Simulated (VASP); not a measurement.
# ReF3 (Pm-3m) in VASP: single point with PBE

Aim: the single point of ReF3 with PBE.

Everything below comes from runs of VASP 6.6.1. Logs are shortened: lines on timing, memory, paths and dates and some standing lists are left out, and cuts for length are marked.

## (1) The cell of the first run

It takes space group Pm-3m (No. 221, cubic). Conventional cell: a = 4.073 Å, b = 4.073 Å, c = 4.073 Å, α = 90.00°, β = 90.00°, γ = 90.00°. Within 2.7 Å of Re (site symmetry m-3m) lie 6 F at 2.04 Å. Within 2.7 Å of F (site symmetry 4/mmm) lie 2 Re at 2.04 Å.

## (2) Single point, PBE, collinear spin

POSCAR reads:

```
ReF3
1.0
    4.0727436752      0.0000000000      0.0000000000
    0.0000000000      4.0727436752      0.0000000000
    0.0000000000      0.0000000000      4.0727436752
Re F
1 3
Direct
    0.0000000000      0.0000000000      0.0000000000
    0.5000000000      0.0000000000      0.0000000000
    0.0000000000      0.0000000000      0.5000000000
    0.0000000000      0.5000000000      0.0000000000
```

INCAR.step1 reads:

```
SYSTEM = ReF3
ALGO = Normal
EDIFF = 1E-7
ENCUT = 520
GGA = PE
ISIF = 2
ISMEAR = 0
ISPIN = 2
LASPH = .True.
LCHARG = .True.
LMAXMIX = 4
LREAL = .False.
LWAVE = .False.
MAGMOM = 1.13 0 0 0
NBANDS = 26
NELM = 150
PREC = Accurate
SIGMA = 0.05
```

KPOINTS.step1 reads:

```
k-points
0
Gamma
  10 10 10
  0 0 0
```

INCAR.step2 reads:

```
SYSTEM = ReF3
ALGO = Normal
EDIFF = 1E-7
ENCUT = 520
GGA = PE
ICHARG = 11
ISIF = 2
ISMEAR = -5
ISPIN = 2
LASPH = .True.
LCHARG = .False.
LMAXMIX = 4
LORBIT = 11
LREAL = .False.
LWAVE = .False.
MAGMOM = 1.13 0 0 0
NBANDS = 26
NEDOS = 1001
NELM = 150
PREC = Accurate
SIGMA = 0.05
```

KPOINTS.step2 reads:

```
k-points
0
Gamma
  15 15 15
  0 0 0
```

Potentials or basis: VASP PAW PBE potentials, release 64 (Re, F).

The run is started by

```sh
$ cat potpaw_PBE.64/Re/POTCAR potpaw_PBE.64/F/POTCAR > POTCAR
$ cp INCAR.step1 INCAR
$ cp KPOINTS.step1 KPOINTS
$ mpirun -np 1 vasp_std > vasp.out
$ cp INCAR.step2 INCAR
$ cp KPOINTS.step2 KPOINTS
$ mpirun -np 1 vasp_std > vasp.out
```

OUTCAR:

```text
SYSTEM = ReF3
   EDIFF = 1E-7
   ENCUT = 520
   GGA = PE
   ICHARG = 11
   ISIF = 2
   ISMEAR = -5
   ISPIN = 2
   LASPH = .True.
   LORBIT = 11
   LREAL = .False.
   NELM = 150
   PREC = Accurate

 ion  position               nearest neighbor table
   1  0.000  0.000  0.000-   2 2.04   3 2.04   4 2.04   3 2.04   4 2.04   2 2.04
   2  0.500  0.000  0.000-   1 2.04   1 2.04
   3  0.000  0.000  0.500-   1 2.04   1 2.04
   4  0.000  0.500  0.000-   1 2.04   1 2.04

  LATTYP: Found a simple cubic cell.
 ALAT       =     4.0727436752

  Lattice vectors:

 A1 = (   4.0727436752,   0.0000000000,   0.0000000000)
 A2 = (   0.0000000000,   4.0727436752,   0.0000000000)
 A3 = (   0.0000000000,   0.0000000000,   4.0727436752)

Analysis of symmetry for initial positions (statically):
=====================================================================
 Subroutine PRICEL returns:
 Original cell was already a primitive cell.

 Routine SETGRP: Setting up the symmetry group for a
 simple cubic supercell.

 Subroutine GETGRP returns: Found 48 space group operations
 (whereof 48 operations were pure point group operations)
 out of a pool of 48 trial point group operations.

The static configuration has the point symmetry O_h .

Analysis of symmetry for dynamics (positions and initial velocities):
=====================================================================
 Subroutine PRICEL returns:
 Original cell was already a primitive cell.

 Routine SETGRP: Setting up the symmetry group for a
 simple cubic supercell.

 Subroutine GETGRP returns: Found 48 space group operations
 (whereof 48 operations were pure point group operations)
 out of a pool of 48 trial point group operations.

The dynamic configuration has the point symmetry O_h .

Analysis of structural, dynamic, and magnetic symmetry:
=====================================================================
 Subroutine PRICEL returns:
 Original cell was already a primitive cell.

 Routine SETGRP: Setting up the symmetry group for a
 simple cubic supercell.

 Subroutine GETGRP returns: Found 48 space group operations
 (whereof 48 operations were pure point group operations)
 out of a pool of 48 trial point group operations.

The overall configuration has the point symmetry O_h .

 Subroutine INISYM returns: Found 48 space group operations
 (whereof 48 operations are pure point group operations),
 and found     1 'primitive' translations

----------------------------------------------------------------------------------------

                                     Primitive cell

  volume of cell :      67.5556

  direct lattice vectors                    reciprocal lattice vectors
     4.072743675  0.000000000  0.000000000     0.245534725  0.000000000  0.000000000
     0.000000000  4.072743675  0.000000000     0.000000000  0.245534725  0.000000000
     0.000000000  0.000000000  4.072743675     0.000000000  0.000000000  0.245534725

  length of vectors
     4.072743675  4.072743675  4.072743675     0.245534725  0.245534725  0.245534725

  position of ions in fractional coordinates (direct lattice)
     0.000000000  0.000000000  0.000000000
     0.500000000  0.000000000  0.000000000
     0.000000000  0.000000000  0.500000000
     0.000000000  0.500000000  0.000000000

  ion indices of the primitive-cell ions
   primitive index   ion index
                 1           1
                 2           2
                 3           3
                 4           4

----------------------------------------------------------------------------------------

 KPOINTS: k-points

Automatic generation of k-mesh.
 Grid dimensions read from file:
 generate k-points for:   15   15   15

 Generating k-lattice:

  Cartesian coordinates                     Fractional coordinates (reciprocal lattice)
     0.016368982  0.000000000  0.000000000     0.066666667  0.000000000  0.000000000
     0.000000000  0.016368982  0.000000000     0.000000000  0.066666667  0.000000000
     0.000000000  0.000000000  0.016368982     0.000000000  0.000000000  0.066666667

  Length of vectors
     0.016368982  0.016368982  0.016368982

  Shift w.r.t. Gamma in fractional coordinates (k-lattice)
     0.000000000  0.000000000  0.000000000

 TETIRR: Found   1667 inequivalent tetrahedra from    20250

 Subroutine IBZKPT returns following result:
 ===========================================

 Found    120 irreducible k-points:

 Following reciprocal coordinates:
            Coordinates               Weight
  0.000000  0.000000  0.000000      1.000000
  0.066667  0.000000  0.000000      6.000000
  0.133333  0.000000  0.000000      6.000000
  0.200000  0.000000  0.000000      6.000000
  0.266667  0.000000  0.000000      6.000000
  0.333333  0.000000  0.000000      6.000000
[... 16 lines left out ...]
  0.266667  0.200000  0.000000     24.000000
  0.333333  0.200000  0.000000     24.000000
 [... further k-points ...]
   k-points           NKPTS =    120   k-points in BZ     NKDIM =    120   number of bands    NBANDS=     26
   number of dos      NEDOS =   1001   number of ions     NIONS =      4
   total plane-waves  NPLWV =  27000
   dimension x,y,z NGX =    30 NGY =   30 NGZ =   30
   dimension x,y,z NGXF=    60 NGYF=   60 NGZF=   60
   ions per type =               1   3
   NGX,Y,Z   is equivalent  to a cutoff of  12.25, 12.25, 12.25 a.u.
   NGXF,Y,Z  is equivalent  to a cutoff of  24.49, 24.49, 24.49 a.u.
 SYSTEM =  ReF3
   PREC   = accura    normal or accurate (medium, high low for compatibility)
   ISTART =      0    job   : 0-new  1-cont  2-samecut
   ICHARG =     11    charge: 1-file 2-atom 10-const
   ISPIN  =      2    spin polarized calculation?
   LNONCOLLINEAR =      F non collinear calculations
   LSORBIT =      F    spin-orbit coupling
   LASPH  =      T    aspherical Exc in radial PAW
   ENCUT  =  520.0 eV  38.22 Ry    6.18 a.u.   7.57  7.57  7.57*2*pi/ulx,y,z
   NELM   =    150;   NELMIN=  2; NELMDL=  0     # of ELM steps
   EDIFF  = 0.1E-06   stopping-criterion for ELM
   LREAL  =      F    real-space projection
   EDIFFG = 0.1E-05   stopping-criterion for IOM
   NSW    =      0    number of steps for IOM
   IBRION =     -1    ionic relax: 0-MD 1-quasi-New 2-CG
   NFREE  =      0    steps in history (QN), initial steepest desc. (CG)
   ISIF   =      2    stress and relaxation
   ISYM   =      2    0-nonsym 1-usesym 2-fastsym
   POTIM  = 0.5000    time-step for ionic-motion
   TEBEG  =    0.0;   TEEND  =   0.0 temperature during run
   PSTRESS=    0.0 pullay stress
   NELECT =      28.0000    total number of electrons
   NUPDOWN=      -1.0000    fix difference up-down
   EMIN   =  10.00;   EMAX   =-10.00  energy-range for DOS
   EFERMI =   0.00;   METHOD = LEGACY
   ISMEAR =    -5;   SIGMA  =   0.05  broadening in eV -4-tet -1-fermi 0-gaus
   EFERMI_NEDOS =   21; number of points for ismear=-14 and -15
   IALGO  =     38    algorithm
   IMIX   =      4    mixing-type and parameters
     AMIX     =   0.40;   BMIX     =  1.00
     AMIX_MAG =   1.60;   BMIX_MAG =  1.00
  volume/ion in A,a.u.               =      16.89       113.97
  Fermi-wavevector in a.u.,A,eV,Ry     =   1.220601  2.306602 20.270872  1.489867
  Thomas-Fermi vector in A             =   2.355813
   LORBIT       =     11    0 simple, 1 ext, 2 COOP (PROOUT), +10 PAW based schemes
   GGA     = PE    functional components
   LHFCALC =     F    Hartree Fock is set to
   AEXX    =    0.0000 exact exchange contribution
   IVDW    =     0    specifies the selected vdW correction
   LEPSILON=     F    determine dielectric tensor
   LRPA    =     F    only Hartree local field effects (RPA)
 spin polarized calculation
 Fermi weights with tetrahedron method with Bloechl corrections
  energy-cutoff  :      520.00
  volume of cell :       67.56
 maximum number of plane-waves:      1844

 number of electron      27.9999964 magnetization       1.9999289

 Free energy of the ion-electron system (eV)
  ---------------------------------------------------
  ext. energy  EPLUGINS =         0.00000000
  ---------------------------------------------------
  free energy    TOTEN  =       -23.38727149 eV

  energy without entropy =      -23.38727149  energy(sigma->0) =      -23.38727149

 E-fermi :   1.8851     XC(G=0):  -8.4235

 val. band max:        1.8967537918   @ k =   0.3333   0.3333   0.0667
 cond. band min:       1.8788316533   @ k =   0.4667   0.3333   0.0000
 fundamental gap:     -0.0179221385
 Fermi energy:         1.8851305319

 spin component 1

 k-point     1 :       0.0000    0.0000    0.0000
  band No.  band energies     occupation
      1     -24.4104      1.00000
      2     -24.0428      1.00000
      3     -24.0427      1.00000
      4      -6.2934      1.00000
      5      -6.2934      1.00000
      6      -6.2934      1.00000
[... 18 lines left out ...]
     25      18.9907      0.00000
     26      18.9927      0.00000
[... 644 lines left out ...]
      4      -7.9240      1.00000
      5      -7.0288      1.00000
      6      -6.1674      1.00000
[... 18 lines left out ...]
     25      14.8900      0.00000
     26      16.7945      0.00000

 [... further k-points ...]

 spin component 2

 k-point     1 :       0.0000    0.0000    0.0000
  band No.  band energies     occupation
      1     -24.2449      1.00000
      2     -23.8804      1.00000
      3     -23.8804      1.00000
      4      -6.2025      1.00000
      5      -6.2025      1.00000
      6      -6.2025      1.00000
[... 18 lines left out ...]
     25      19.2973      0.00000
     26      19.2975      0.00000
[... 644 lines left out ...]
      4      -7.7510      1.00000
      5      -6.9011      1.00000
      6      -6.0825      1.00000
[... 18 lines left out ...]
     25      15.1663      0.00000
     26      17.1033      0.00000

 [... further k-points ...]

------------------------ aborting loop because EDIFF is reached ----------------------------------------

  FORCE on cell =-STRESS in cart. coord.  units (eV):
  Direction    XX          YY          ZZ          XY          YZ          ZX
  --------------------------------------------------------------------------------------
  -------------------------------------------------------------------------------------
  Total        0.3174231      0.3174231      0.3174231     -0.0000000     -0.0000000     -0.0000000
  in kB        7.5281431      7.5281431      7.5281431     -0.0000000     -0.0000000     -0.0000000
  external PRESSURE =       7.5281431 kB  Pullay stress =       0.0000000 kB

 VOLUME and BASIS-vectors are now :
 -----------------------------------------------------------------------------
  energy-cutoff  :      520.00
  volume of cell :       67.56
      direct lattice vectors                 reciprocal lattice vectors
     4.072743675  0.000000000  0.000000000     0.245534725  0.000000000  0.000000000
     0.000000000  4.072743675  0.000000000     0.000000000  0.245534725  0.000000000
     0.000000000  0.000000000  4.072743675     0.000000000  0.000000000  0.245534725

 POSITION                                       TOTAL-FORCE (eV/Angst)
 -----------------------------------------------------------------------------------
      0.00000      0.00000      0.00000         0.000000      0.000000      0.000000
      2.03637      0.00000      0.00000         0.000000      0.000000      0.000000
      0.00000      0.00000      2.03637         0.000000      0.000000      0.000000
      0.00000      2.03637      0.00000         0.000000      0.000000      0.000000
 -----------------------------------------------------------------------------------
    total drift:                                0.000000      0.000000      0.000000

  FREE ENERGIE OF THE ION-ELECTRON SYSTEM (eV)
  ---------------------------------------------------
  free  energy   TOTEN  =       -23.3872714915 eV

  energy  without entropy=      -23.3872714915  energy(sigma->0) =      -23.38727149

 total charge

# of ion       s       p       d       tot
------------------------------------------
    1        0.344   0.446   4.694   5.484
    2        1.728   4.368   0.000   6.095
    3        1.728   4.368   0.000   6.095
    4        1.728   4.368   0.000   6.095
--------------------------------------------------
tot          5.527  13.549   4.694  23.770

 magnetization (x)

# of ion       s       p       d       tot
------------------------------------------
    1        0.010   0.007   1.662   1.680
    2        0.000   0.083   0.000   0.083
    3        0.000   0.083   0.000   0.083
    4        0.000   0.083   0.000   0.083
--------------------------------------------------
tot          0.011   0.256   1.662   1.928
```

Wall time 3 min (1 thread of Oxide Virtual Turin-like, shared host); peak memory 0.36 GiB.

Results:

| Property | Result |
| --- | --- |
| Net moment | 2.00 μB per cell |
| Site moments | Re +1.68; F +0.08 μB |
| Valence electrons inside the program's atomic spheres | Re 5.48; F 6.09 |

Levels at points of the mesh, in eV from the Fermi level:
Spin up:
```csv
k point,band 12,band 13,band 14,band 15,band 16,band 17,band 18,band 19
"(0.00, 0.00, 0.00)",-6.52,-2.40,-2.40,-2.40,0.04,0.05,1.10,7.56
```
Spin down:
```csv
k point,band 11,band 12,band 13,band 14,band 15,band 16
"(0.00, 0.00, 0.00)",-6.30,-6.30,-0.97,-0.97,-0.97,0.81
```

Caveat: spin-orbit coupling is left out, which moves the levels of the heavy elements; tetrahedron occupations give inexact forces and stress in metals.
